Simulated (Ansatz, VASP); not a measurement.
Two plane-wave programs on W

```xyz
1
Lattice="0.0000 2.1204 1.8023 2.1204 0.0000 1.8023 2.1204 2.1204 0.0000" Properties=species:S:1:pos:R:3 pbc="T T T"
W     0.0000    0.0000    0.0000
```

Alike in both runs: task single point; functional r2SCAN; k mesh 28 × 28 × 28; occupations gaussian, width 0.15 eV; no spin polarisation.

|  | VASP | Ansatz |
| --- | --- | --- |
| version | VASP 6.6.1 | Ansatz 0.2.0 |
| potentials or method | VASP PAW PBE potentials, release 64 (W_sv), cutoff 520 eV | scalar-relativistic, plane waves, PAW |
| valence electrons in the cell | 14 | 14 |

Ansatz gave:

| Quantity | Value |
| --- | --- |
| gap on the k mesh at the Fermi level (eV) | none |
| pressure (GPa) | -1.8 |
| traceless stress, the component that is largest in VASP (GPa) | -23.12 |

Question: Estimate VASP's values.

Answer: gap on the k mesh at the Fermi level (eV): none; pressure (GPa): -0.7; traceless stress, the component that is largest in VASP (GPa): -23.08.

VASP's potentials were made for PBE, not for r2SCAN. A gap of «none» marks a metal or a gap that the smearing closes. With one functional, cell and mesh, what is left measures potentials, basis and numerics.

Neither program's run includes spin-orbit coupling.
